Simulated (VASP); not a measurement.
# GaN (P6_3mc) in VASP: settings compared

GaN is run at these levels: PBE, LDA; tasks: electric field gradients.

Everything below comes from runs of VASP 6.6.1. Logs are shortened: lines on timing, memory, paths and dates and some standing lists are left out, and cuts for length are marked.

## 1. The cell of the first run

It takes space group P6_3mc (No. 186, hexagonal). Conventional cell: a = 3.180 Å, b = 3.180 Å, c = 5.166 Å, α = 90.00°, β = 90.00°, γ = 120.00°. Within 2.6 Å of Ga (site symmetry 3m) lie 4 N at 1.93 to 1.99 Å. Within 2.6 Å of N (site symmetry 3m) lie 4 Ga at 1.93 to 1.99 Å.

## 2. Electric field gradients, PBE

Input file INCAR:

```
SYSTEM = GaN
PREC = Accurate ; ENCUT = 520
EDIFF = 1E-8 ; ISMEAR = -1
SIGMA = 0.02 ; LREAL = .FALSE.
LASPH = .TRUE. ; NELM = 80
ALGO = Normal ; ISIF = 2
LWAVE = .FALSE. ; LCHARG = .FALSE.
GGA = PE ; LEFG = .TRUE.
NBANDS = 26
```

Input file KPOINTS:

```
Automatic mesh
0
G
  11 11 6
  0 0 0
```

Input file POSCAR:

```
GaN
1.0
    3.1800000000      0.0000000000      0.0000000000
   -1.5900000000      2.7539607840      0.0000000000
    0.0000000000      0.0000000000      5.1660000000
Ga N
2 2
Direct
    0.3333333333      0.6666666667      0.0000000000
    0.6666666667      0.3333333333      0.5000000000
    0.3333333333      0.6666666667      0.3850000000
    0.6666666667      0.3333333333      0.8850000000
```

Potentials or basis: VASP PAW PBE potentials, release 64 (Ga_d, N).

The run is started by

```bash
$ cat potpaw_PBE.64/Ga_d/POTCAR potpaw_PBE.64/N/POTCAR > POTCAR
$ mpirun -np 1 vasp_std > vasp.out
```

OUTCAR:

```text
SYSTEM = GaN
   PREC = Accurate
   ENCUT = 520
   EDIFF = 1E-8
   ISMEAR = -1
   LREAL = .FALSE.
   LASPH = .TRUE.
   NELM = 80
   ISIF = 2
   GGA = PE

 ion  position               nearest neighbor table
   1  0.333  0.667  0.000-   4 1.93   4 1.93   4 1.93   3 1.99
   2  0.667  0.333  0.500-   3 1.93   3 1.93   3 1.93   4 1.99
   3  0.333  0.667  0.385-   2 1.93   2 1.93   2 1.93   1 1.99
   4  0.667  0.333  0.885-   1 1.93   1 1.93   1 1.93   2 1.99

  LATTYP: Found a hexagonal cell.
 ALAT       =     3.1800000000
 C/A-ratio  =     1.6245283019

  Lattice vectors:

 A1 = (   3.1800000000,   0.0000000000,   0.0000000000)
 A2 = (  -1.5900000000,   2.7539607840,   0.0000000000)
 A3 = (   0.0000000000,   0.0000000000,   5.1660000000)

Analysis of symmetry for initial positions (statically):
=====================================================================
 Subroutine PRICEL returns:
 Original cell was already a primitive cell.

 Routine SETGRP: Setting up the symmetry group for a
 hexagonal supercell.

 Subroutine GETGRP returns: Found 12 space group operations
 (whereof  6 operations were pure point group operations)
 out of a pool of 24 trial point group operations.

The static configuration has the point symmetry C_3v.
 The point group associated with its full space group is C_6v.

Analysis of symmetry for dynamics (positions and initial velocities):
=====================================================================
 Subroutine PRICEL returns:
 Original cell was already a primitive cell.

 Routine SETGRP: Setting up the symmetry group for a
 hexagonal supercell.

 Subroutine GETGRP returns: Found 12 space group operations
 (whereof  6 operations were pure point group operations)
 out of a pool of 24 trial point group operations.

The dynamic configuration has the point symmetry C_3v.
 The point group associated with its full space group is C_6v.

 Subroutine INISYM returns: Found 12 space group operations
 (whereof  6 operations are pure point group operations),
 and found     1 'primitive' translations

----------------------------------------------------------------------------------------

                                     Primitive cell

  volume of cell :      45.2417

  direct lattice vectors                    reciprocal lattice vectors
     3.180000000  0.000000000  0.000000000     0.314465409  0.181556688  0.000000000
    -1.590000000  2.753960784  0.000000000     0.000000000  0.363113377  0.000000000
     0.000000000  0.000000000  5.166000000     0.000000000  0.000000000  0.193573364

  length of vectors
     3.180000000  3.180000000  5.166000000     0.363113377  0.363113377  0.193573364

  position of ions in fractional coordinates (direct lattice)
     0.333333333  0.666666667  0.000000000
     0.666666667  0.333333333  0.500000000
     0.333333333  0.666666667  0.385000000
     0.666666667  0.333333333  0.885000000

  ion indices of the primitive-cell ions
   primitive index   ion index
                 1           1
                 2           2
                 3           3
                 4           4

----------------------------------------------------------------------------------------

 KPOINTS: Automatic mesh

Automatic generation of k-mesh.
 Grid dimensions read from file:
 generate k-points for:   11   11    6

 Generating k-lattice:

  Cartesian coordinates                     Fractional coordinates (reciprocal lattice)
     0.028587764  0.016505153  0.000000000     0.090909091  0.000000000  0.000000000
     0.000000000  0.033010307  0.000000000     0.000000000  0.090909091  0.000000000
     0.000000000  0.000000000  0.032262227     0.000000000  0.000000000  0.166666667

  Length of vectors
     0.033010307  0.033010307  0.032262227

  Shift w.r.t. Gamma in fractional coordinates (k-lattice)
     0.000000000  0.000000000  0.000000000

 Subroutine IBZKPT returns following result:
 ===========================================

 Found     64 irreducible k-points:

 Following reciprocal coordinates:
            Coordinates               Weight
  0.000000  0.000000  0.000000      1.000000
  0.090909  0.000000  0.000000      6.000000
  0.181818  0.000000  0.000000      6.000000
  0.272727  0.000000  0.000000      6.000000
  0.363636  0.000000  0.000000      6.000000
  0.454545  0.000000  0.000000      6.000000
[... 16 lines left out ...]
  0.090909  0.090909  0.166667     12.000000
  0.181818  0.090909  0.166667     24.000000
 [... further k-points ...]
   k-points           NKPTS =     64   k-points in BZ     NKDIM =     64   number of bands    NBANDS=     26
   number of dos      NEDOS =    301   number of ions     NIONS =      4
   total plane-waves  NPLWV =  23040
   dimension x,y,z NGX =    24 NGY =   24 NGZ =   40
   dimension x,y,z NGXF=    48 NGYF=   48 NGZF=   80
   ions per type =               2   2
   NGX,Y,Z   is equivalent  to a cutoff of  12.55, 12.55, 12.87 a.u.
   NGXF,Y,Z  is equivalent  to a cutoff of  25.09, 25.09, 25.74 a.u.
 SYSTEM =  GaN
   PREC   = accura    normal or accurate (medium, high low for compatibility)
   ISTART =      0    job   : 0-new  1-cont  2-samecut
   ICHARG =      2    charge: 1-file 2-atom 10-const
   ISPIN  =      1    spin polarized calculation?
   LNONCOLLINEAR =      F non collinear calculations
   LSORBIT =      F    spin-orbit coupling
   LASPH  =      T    aspherical Exc in radial PAW
   ENCUT  =  520.0 eV  38.22 Ry    6.18 a.u.   5.91  5.91  9.61*2*pi/ulx,y,z
   NELM   =     80;   NELMIN=  2; NELMDL= -5     # of ELM steps
   EDIFF  = 0.1E-07   stopping-criterion for ELM
   LREAL  =      F    real-space projection
   EDIFFG = 0.1E-06   stopping-criterion for IOM
   NSW    =      0    number of steps for IOM
   IBRION =     -1    ionic relax: 0-MD 1-quasi-New 2-CG
   NFREE  =      0    steps in history (QN), initial steepest desc. (CG)
   ISIF   =      2    stress and relaxation
   ISYM   =      2    0-nonsym 1-usesym 2-fastsym
   POTIM  = 0.5000    time-step for ionic-motion
   TEBEG  =    0.0;   TEEND  =   0.0 temperature during run
   PSTRESS=    0.0 pullay stress
   NELECT =      36.0000    total number of electrons
   NUPDOWN=      -1.0000    fix difference up-down
   EMIN   =  10.00;   EMAX   =-10.00  energy-range for DOS
   EFERMI =   0.00;   METHOD = LEGACY
   ISMEAR =    -1;   SIGMA  =   0.02  broadening in eV -4-tet -1-fermi 0-gaus
   EFERMI_NEDOS =   21; number of points for ismear=-14 and -15
   IALGO  =     38    algorithm
   IMIX   =      4    mixing-type and parameters
     AMIX     =   0.40;   BMIX     =  1.00
     AMIX_MAG =   1.60;   BMIX_MAG =  1.00
  volume/ion in A,a.u.               =      11.31        76.33
  Fermi-wavevector in a.u.,A,eV,Ry     =   1.517036  2.866782 31.312427  2.301398
  Thomas-Fermi vector in A             =   2.626345
   LORBIT       =      0    0 simple, 1 ext, 2 COOP (PROOUT), +10 PAW based schemes
   GGA     = PE    functional components
   LHFCALC =     F    Hartree Fock is set to
   AEXX    =    0.0000 exact exchange contribution
   IVDW    =     0    specifies the selected vdW correction
   LEPSILON=     F    determine dielectric tensor
   LRPA    =     F    only Hartree local field effects (RPA)
 non-spin polarized calculation
  energy-cutoff  :      520.00
  volume of cell :       45.24
 maximum number of plane-waves:      1236
 NGX is ok and might be reduce to    24
   NGX = 11   NGY = 11   NGZ = 19

 number of electron      36.0000002 magnetization

 Free energy of the ion-electron system (eV)
  ---------------------------------------------------
  ext. energy  EPLUGINS =         0.00000000
  ---------------------------------------------------
  free energy    TOTEN  =       -24.26802208 eV

  energy without entropy =      -24.26802208  energy(sigma->0) =      -24.26802208

 E-fermi :   5.8479     XC(G=0): -11.7207

 val. band max:        5.4792265349   @ k =   0.0000   0.0000   0.0000
 cond. band min:       7.4184617305   @ k =   0.0000   0.0000   0.0000
 fundamental gap:      1.9392351957
 Fermi energy:         5.8478707476

 k-point     1 :       0.0000    0.0000    0.0000
  band No.  band energies     occupation
      1     -10.6446      2.00000
      2      -9.7116      2.00000
      3      -8.0134      2.00000
      4      -8.0134      2.00000
      5      -8.0006      2.00000
      6      -7.9540      2.00000
[... 685 lines left out ...]
     25      16.5686      0.00000
     26      18.0559      0.00000

 [... further k-points ...]
[... 5 lines left out ...]
  --------------------------------------------------------------------------------------
  -------------------------------------------------------------------------------------
  Total        2.4454571      2.4454571      1.4601245      0.0000000      0.0000000      0.0000000
  in kB       86.6026835     86.6026835     51.7084113      0.0000000      0.0000000      0.0000000
  external PRESSURE =      74.9712594 kB  Pullay stress =       0.0000000 kB

 VOLUME and BASIS-vectors are now :
 -----------------------------------------------------------------------------
  energy-cutoff  :      520.00
  volume of cell :       45.24
      direct lattice vectors                 reciprocal lattice vectors
     3.180000000  0.000000000  0.000000000     0.314465409  0.181556688  0.000000000
    -1.590000000  2.753960784  0.000000000     0.000000000  0.363113377  0.000000000
     0.000000000  0.000000000  5.166000000     0.000000000  0.000000000  0.193573364

 POSITION                                       TOTAL-FORCE (eV/Angst)
 -----------------------------------------------------------------------------------
     -0.00000      1.83597      0.00000        -0.000000     -0.000000      0.437777
      1.59000      0.91799      2.58300        -0.000000      0.000000      0.437777
     -0.00000      1.83597      1.98891         0.000000     -0.000000     -0.437777
      1.59000      0.91799      4.57191        -0.000000     -0.000000     -0.437777
 -----------------------------------------------------------------------------------
    total drift:                               -0.000001     -0.000001     -0.000023

  FREE ENERGIE OF THE ION-ELECTRON SYSTEM (eV)
  ---------------------------------------------------
  free  energy   TOTEN  =       -24.2680220829 eV

  energy  without entropy=      -24.2680220829  energy(sigma->0) =      -24.26802208

 Electric field gradients (V/A^2)
---------------------------------------------------------------------
 ion       V_xx      V_yy      V_zz      V_xy      V_xz      V_yz
---------------------------------------------------------------------
   1     -13.580   -13.576    27.156     0.004     0.000    -0.000
   2     -13.580   -13.576    27.156     0.004    -0.000     0.000
   3       0.711     0.709    -1.420    -0.001     0.000    -0.000
   4       0.711     0.709    -1.420    -0.001    -0.000     0.000
---------------------------------------------------------------------

 Electric field gradients after diagonalization (V/A^2)
 (convention: |V_zz| > |V_xx| > |V_yy|)
----------------------------------------------------------------------
 ion       V_xx      V_yy      V_zz     asymmetry (V_yy - V_xx)/ V_zz
----------------------------------------------------------------------
   1     -13.582   -13.573    27.156       0.000
   2     -13.582   -13.573    27.156       0.000
   3       0.711     0.709    -1.420       0.002
   4       0.711     0.709    -1.420       0.002
----------------------------------------------------------------------

           NMR quadrupolar parameters

 Cq : quadrupolar parameter    Cq=e*Q*V_zz/h
 eta: asymmetry parameters     (V_yy - V_xx)/ V_zz
 Q  : nuclear electric quadrupole moment in mb (millibarn)
----------------------------------------------------------------------
 ion       Cq(MHz)       eta       Q (mb)
----------------------------------------------------------------------
   1       0.066       0.000       1.000
   2       0.066       0.000       1.000
   3      -0.003       0.002       1.000
   4      -0.003       0.002       1.000
----------------------------------------------------------------------
```

It took 27 s on 1 thread of Intel Xeon 6975P-C (Granite Rapids), shared host; peak memory 0.2 GiB.

What came out:

* Free energy: -24.2680 eV
* Pressure: 7.5 GPa
* Largest force: 0.438 eV/Å
* Band gap on the k mesh: 1.94 eV, direct

Forces on the atoms (eV/Å):
```
Ga   0.000  0.000  0.438
Ga   0.000  0.000  0.438
N    0.000  0.000 -0.438
N    0.000  0.000 -0.438
```

Stress tensor (GPa, compression positive):
```
8.66 0.00 0.00
0.00 8.66 0.00
0.00 0.00 5.17
```

Electric field gradients, principal values (V/Å²):
```
atom    least   middle  greatest (by size)
1 Ga  -13.573  -13.582              27.156
2 Ga  -13.573  -13.582              27.156
 3 N    0.709    0.711              -1.420
 4 N    0.709    0.711              -1.420
```

Caveat: without QUAD_EFG the Cq values of the log hold for a quadrupole moment of 1 mb, not for the nuclei. A hybrid or GW would open this gap; PBE tends to underestimate it.

(Part 1 of 2 ends here.)
